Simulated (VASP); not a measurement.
# Zr2NbN3 (P4/mmm) in VASP: relaxation of cell and atoms with PBE

Aim: the relaxation of cell and atoms of Zr2NbN3 with PBE.

Program: VASP 6.6.1. These are calculated values, not measurements. Logs are shortened: lines on timing, memory, paths and dates and some standing lists are left out, and cuts for length are marked.

## 1. The cell of the first run

The structure is tetragonal, space group P4/mmm (No. 123). The conventional cell has a = 3.154 Å, b = 3.154 Å, c = 9.038 Å, α = 90.00°, β = 90.00°, γ = 90.00°. Zr (site symmetry 4mm) has 5 N at 1.91 to 2.30 Å within 2.5 Å. Nb (site symmetry 4/mmm) has 2 N at 2.06 Å within 2.7 Å. N (site symmetry 4mm) has 1 Nb at 2.06 Å and 4 Zr at 2.30 Å within 2.7 Å. N (site symmetry 4/mmm) has 2 Zr at 1.91 Å within 2.5 Å.

The cell was built from a structure type or drawn by symmetry, and may not be a known phase.

## 2. Relaxation of cell and atoms, PBE

File INCAR:

```
SYSTEM = Zr2NbN3
PREC = Accurate ; ENCUT = 600
EDIFF = 1E-6 ; ISMEAR = 0
SIGMA = 0.1 ; LREAL = .FALSE.
LASPH = .TRUE. ; NELM = 100
ALGO = Normal ; ISIF = 3
LWAVE = .FALSE. ; LCHARG = .FALSE.
GGA = PE ; IBRION = 2
NSW = 100 ; EDIFFG = -0.01
```

File KPOINTS:

```
regular mesh
0
G
  12 12 4
  0 0 0
```

File POSCAR:

```
Zr2NbN3
1.0
    3.1544086187      0.0000000000      0.0000000000
    0.0000000000      3.1544086187      0.0000000000
    0.0000000000      0.0000000000      9.0384964932
Zr Nb N
2 1 3
Direct
    0.5000000000      0.5000000000      0.7118704131
    0.5000000000      0.5000000000      0.2881295869
    0.0000000000      0.0000000000      0.0000000000
    0.0000000000      0.0000000000      0.7718563273
    0.0000000000      0.0000000000      0.2281436727
    0.5000000000      0.5000000000      0.5000000000
```

Potentials or basis: VASP PAW PBE potentials, release 64 (Zr_sv, Nb_sv, N).

Command:

```bash
cat potpaw_PBE.64/Zr_sv/POTCAR potpaw_PBE.64/Nb_sv/POTCAR potpaw_PBE.64/N/POTCAR > POTCAR
mpirun -np 1 vasp_std > vasp.out
```

OUTCAR:

```text
SYSTEM = Zr2NbN3
   PREC = Accurate
   ENCUT = 600
   EDIFF = 1E-6
   ISMEAR = 0
   LREAL = .FALSE.
   LASPH = .TRUE.
   NELM = 100
   ISIF = 3
   GGA = PE
   IBRION = 2
   NSW = 100
   EDIFFG = -0.01

 ion  position               nearest neighbor table
   1  0.500  0.500  0.712-   6 1.91   4 2.30   4 2.30   4 2.30   4 2.30   3 3.43   3 3.43   3 3.43
                             3 3.43   2 3.83
   2  0.500  0.500  0.288-   6 1.91   5 2.30   5 2.30   5 2.30   5 2.30   3 3.43   3 3.43   3 3.43
                             3 3.43   1 3.83
   3  0.000  0.000  0.000-   4 2.06   5 2.06   1 3.43   2 3.43   1 3.43   2 3.43   1 3.43   2 3.43
                             1 3.43   2 3.43
   4  0.000  0.000  0.772-   3 2.06   1 2.30   1 2.30   1 2.30   1 2.30
   5  0.000  0.000  0.228-   3 2.06   2 2.30   2 2.30   2 2.30   2 2.30
   6  0.500  0.500  0.500-   1 1.91   2 1.91

  LATTYP: Found a simple tetragonal cell.
 ALAT       =     3.1544086187
 C/A-ratio  =     2.8653537274

  Lattice vectors:

 A1 = (   3.1544086187,   0.0000000000,   0.0000000000)
 A2 = (   0.0000000000,   3.1544086187,   0.0000000000)
 A3 = (   0.0000000000,   0.0000000000,   9.0384964932)

Analysis of symmetry for initial positions (statically):
=====================================================================
 Subroutine PRICEL returns:
 Original cell was already a primitive cell.

 Routine SETGRP: Setting up the symmetry group for a
 simple tetragonal supercell.

 Subroutine GETGRP returns: Found 16 space group operations
 (whereof 16 operations were pure point group operations)
 out of a pool of 16 trial point group operations.

The static configuration has the point symmetry D_4h.

Analysis of symmetry for dynamics (positions and initial velocities):
=====================================================================
 Subroutine PRICEL returns:
 Original cell was already a primitive cell.

 Routine SETGRP: Setting up the symmetry group for a
 simple tetragonal supercell.

 Subroutine GETGRP returns: Found 16 space group operations
 (whereof 16 operations were pure point group operations)
 out of a pool of 16 trial point group operations.

The dynamic configuration has the point symmetry D_4h.

[... 118 lines left out ...]
   NUPDOWN=      -1.0000    fix difference up-down
   EMIN   =  10.00;   EMAX   =-10.00  energy-range for DOS
   EFERMI =   0.00;   METHOD = LEGACY
   ISMEAR =     0;   SIGMA  =   0.10  broadening in eV -4-tet -1-fermi 0-gaus
   EFERMI_NEDOS =   21; number of points for ismear=-14 and -15
   IALGO  =     38    algorithm
   IMIX   =      4    mixing-type and parameters
     AMIX     =   0.40;   BMIX     =  1.00
     AMIX_MAG =   1.60;   BMIX_MAG =  1.00
  volume/ion in A,a.u.               =      14.99       101.15
  Fermi-wavevector in a.u.,A,eV,Ry     =   1.363846  2.577295 25.307859  1.860075
  Thomas-Fermi vector in A             =   2.490213
   LORBIT       =      0    0 simple, 1 ext, 2 COOP (PROOUT), +10 PAW based schemes
   GGA     = PE    functional components
   LHFCALC =     F    Hartree Fock is set to
   AEXX    =    0.0000 exact exchange contribution
   IVDW    =     0    specifies the selected vdW correction
   LEPSILON=     F    determine dielectric tensor
   LRPA    =     F    only Hartree local field effects (RPA)
 conjugate gradient relaxation of ions
 non-spin polarized calculation
 Gauss-broadening in eV      SIGMA  =   0.10
  energy-cutoff  :      600.00
  volume of cell :       89.94
 maximum number of plane-waves:      3038
 NGX is ok and might be reduce to    28
   NGX = 13   NGY = 13   NGZ = 37

--------------------------------------- Ionic step        1  -------------------------------------------

 number of electron      52.0000000 magnetization

 Free energy of the ion-electron system (eV)
  ---------------------------------------------------
  ext. energy  EPLUGINS =         0.00000000
  ---------------------------------------------------
  free energy    TOTEN  =       -57.59613499 eV

  energy without entropy =      -57.57802274  energy(sigma->0) =      -57.58707887

------------------------ aborting loop because EDIFF is reached ----------------------------------------

  FORCE on cell =-STRESS in cart. coord.  units (eV):
  Direction    XX          YY          ZZ          XY          YZ          ZX
  --------------------------------------------------------------------------------------
  -------------------------------------------------------------------------------------
  Total       -0.1313420     -0.1313420      0.1780480      0.0000000      0.0000000      0.0000000
  in kB       -2.3398176     -2.3398176      3.1718724      0.0000000      0.0000000      0.0000000
  external PRESSURE =      -0.5025876 kB  Pullay stress =       0.0000000 kB
[... 101 lines left out ...]
  FREE ENERGIE OF THE ION-ELECTRON SYSTEM (eV)
  ---------------------------------------------------
  free  energy   TOTEN  =       -57.5964004132 eV

  energy  without entropy=      -57.5782040158  energy(sigma->0) =      -57.58730221

[... ionic steps 4 to 7 ...]

--------------------------------------- Ionic step        8  -------------------------------------------

 number of electron      52.0000000 magnetization

------------------------ aborting loop because EDIFF is reached ----------------------------------------
[... 75 lines left out ...]
--------------------------------------- Ionic step       10  -------------------------------------------

 number of electron      52.0000000 magnetization

 Free energy of the ion-electron system (eV)
  ---------------------------------------------------
  ext. energy  EPLUGINS =         0.00000000
  ---------------------------------------------------
  free energy    TOTEN  =       -57.59651217 eV

  energy without entropy =      -57.57834581  energy(sigma->0) =      -57.58742899

 E-fermi :   7.8382     XC(G=0): -11.1579

 val. band max:        7.8245254477   @ k =   0.3333   0.0833   0.5000
 cond. band min:       7.8462766428   @ k =   0.2500   0.2500   0.5000
 fundamental gap:      0.0217511951
 Fermi energy:         7.8382124138

 k-point     1 :       0.0000    0.0000    0.0000
  band No.  band energies     occupation
      1     -47.5885      2.00000
      2     -40.8028      2.00000
      3     -40.7992      2.00000
      4     -23.9057      2.00000
      5     -23.3615      2.00000
      6     -23.3615      2.00000
[... 805 lines left out ...]
     30      10.3089      0.00000
     31      10.3712      0.00000

 [... further k-points ...]
[... 5 lines left out ...]
  --------------------------------------------------------------------------------------
  -------------------------------------------------------------------------------------
  Total        0.0125211      0.0125211      0.0321188      0.0000000      0.0000000      0.0000000
  in kB        0.2232559      0.2232559      0.5726915      0.0000000      0.0000000      0.0000000
  external PRESSURE =       0.3397344 kB  Pullay stress =       0.0000000 kB
[... 21 lines left out ...]
  FREE ENERGIE OF THE ION-ELECTRON SYSTEM (eV)
  ---------------------------------------------------
  free  energy   TOTEN  =       -57.5965121707 eV

  energy  without entropy=      -57.5783458082  energy(sigma->0) =      -57.58742899

 reached required accuracy - stopping structural energy minimisation
```

It took 8.5 min on 1 thread of Intel Xeon 6975P-C (Granite Rapids), shared host; peak memory 0.44 GiB.

Results:

* Free energy: -57.5965 eV
* Relaxed volume: 14.98 Å³/atom
* Relaxed cell: a = 3.152 Å, b = 3.152 Å, c = 9.043 Å, α = 90.00°, β = 90.00°, γ = 90.00°
* Space group after relaxing (to 0.1 Å): P4/mmm (No. 123)
* Energy gained by relaxing: 0.1 meV/atom
* Ionic steps: 10
* Pressure after relaxing: 0.0 GPa
* Largest force after relaxing: 0.006 eV/Å
* Band gap on the k mesh: zero (bands 26 and 27 overlap by 1.86 eV)

Forces in eV/Å, atoms in the order of the input:
```
Zr   0.000  0.000 -0.003
Zr   0.000  0.000  0.003
Nb   0.000  0.000  0.000
N    0.000  0.000  0.006
N    0.000  0.000 -0.006
N    0.000  0.000  0.000
```

The path:
```
step  energy change (eV)  largest force (eV/Å)  pressure (GPa)  volume (Å³)
   1              0.0000                0.0793           -0.05        89.94
   2              0.0002                0.1115           -0.21        89.87
   3             -0.0003                0.0406           -0.12        89.91
   4             -0.0003                0.0035            0.17        89.76
   5             -0.0004                0.0161            0.11        89.82
   6             -0.0003                0.0195            0.07        89.83
   7             -0.0003                0.0183            0.04        89.83
   8             -0.0003                0.0167            0.03        89.82
   9             -0.0003                0.0161            0.05        89.82
  10             -0.0004                0.0059            0.03        89.86
```

Final structure:
```
Zr Nb N
1.0
     3.15221    0.00000    0.00000
     0.00000    3.15221    0.00000
     0.00000    0.00000    9.04310
Zr Nb N
2 1 3
Direct
  0.50000 0.50000 0.71208
  0.50000 0.50000 0.28792
  0.00000 0.00000 0.00000
  0.00000 0.00000 0.77215
  0.00000 0.00000 0.22785
  0.50000 0.50000 0.50000
```
